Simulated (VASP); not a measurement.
Set up this calculation in VASP 6.6.1, as the native input.

```yaml
Task: relaxation of cell and atoms
Functional: LDA
Potentials_or_basis: VASP PAW LDA potentials, release 64 (K_sv, Cl)
Cutoff: 600 eV
k_mesh: 6 × 6 × 4
Occupations: fermi-dirac, width 0.02 eV
Spin: no spin polarisation
Dipole_correction: no
Further_INCAR_settings: ALGO = Normal; EDIFF = 1e-07; IBRION = 2; EDIFFG = -0.005; NSW = 80; ISIF = 3
```

The structure of KCl lies in POSCAR:

```
KCl
1.0
    5.3918696825      0.0000000000      0.0000000000
   -2.6959348412      4.6694961189      0.0000000000
    0.0000000000      0.0000000000      6.3213220657
K Cl
2 2
Direct
    0.3333333333      0.6666666667     -0.0624984490
    0.6666666667      0.3333333333      0.4375015510
    0.3333333333      0.6666666667      0.4374984490
    0.6666666667      0.3333333333      0.9374984490
```

The input as run:

INCAR

```
SYSTEM = KCl
ALGO     = Normal         ! electronic algorithm
EDIFF    = 1E-7           ! SCF threshold, eV
EDIFFG   = -0.005         ! ionic threshold
ENCUT    = 600            ! plane-wave cutoff, eV
GGA      = CA             ! functional
IBRION   = 2              ! ionic algorithm
ISIF     = 3              ! what is computed and relaxed
ISMEAR   = -1             ! smearing method
LASPH    = .TRUE.         ! aspherical terms in the spheres
LCHARG   = .FALSE.        ! write CHGCAR
LREAL    = .FALSE.        ! projectors in reciprocal space
LWAVE    = .FALSE.        ! write WAVECAR
NELM     = 60             ! most SCF steps
NSW      = 80             ! ionic steps
PREC     = Accurate       ! precision mode
SIGMA    = 0.02           ! smearing width, eV
```

KPOINTS

```
k-points
0
G
  6 6 4
  0 0 0
```

Potentials or basis: VASP PAW LDA potentials, release 64 (K_sv, Cl).

Launch:

```sh
$ cat potpaw_LDA.64/K_sv/POTCAR potpaw_LDA.64/Cl/POTCAR > POTCAR
$ mpirun -np 1 vasp_std > vasp.out
```

Results of the run:

```json
{
  "Relaxed volume": "35.01 Å³/atom",
  "Relaxed cell": "a = 5.175 Å, b = 5.175 Å, c = 6.039 Å, α = 90.00°, β = 90.00°, γ = 120.00°",
  "Space group after relaxing (to 0.1 Å)": "P6_3/mmc (No. 194)",
  "Energy gained by relaxing": "29.2 meV/atom",
  "Ionic steps": "8",
  "Pressure after relaxing": "0.0 GPa",
  "Band gap on the k mesh": "4.59 eV"
}
```

Caveat: the structure was generated, so it needn't be the stable form of KCl.

Wall time 11 min on 1 thread of Oxide Virtual Turin-like Processor, on a shared host, peak memory 0.28 GiB.
